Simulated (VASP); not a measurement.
Pd, 2 atoms in the cell. Symmetry: P6_3/mmc, No. 194, hexagonal system. The conventional cell has a = 2.643 Å, b = 2.643 Å, c = 4.447 Å, α = 90.00°, β = 90.00°, γ = 120.00°. Within 3.5 Å of Pd (site symmetry -6m2) lie 12 Pd at 2.64 to 2.70 Å.  This cell differs from its parent crystal: volume scaled by 0.92.

| Property | Result |
| --- | --- |
| Program | VASP 6.6.1 |
| Task | single point |
| Functional | PBEsol |
| Potentials or basis | VASP PAW PBE potentials, release 64 (Pd) |
| Cutoff | 520 eV |
| k mesh | 15 × 15 × 8 |
| Occupations | fermi-dirac, width 0.05 eV |
| Spin | collinear spin, antiferromagnetic start |
| Starting moments | [0.5, -0.5] μB |
| Dipole correction | no |
| Further INCAR settings | ALGO = Normal; EDIFF = 1e-06; NBANDS = 21 |

Potentials or basis: VASP PAW PBE potentials, release 64 (Pd).

Command:

```sh
$ cat potpaw_PBE.64/Pd/POTCAR > POTCAR
$ mpirun -np 1 vasp_std > vasp.out
```

Hardware: 1 thread of AMD EPYC 7R13, on a shared host.

Task: How long does it take, and how much memory?

Result: Wall time 5.5 min on 1 thread of AMD EPYC 7R13, on a shared host, peak memory 0.2 GiB. Counts: scf iterations 12, k points 135.
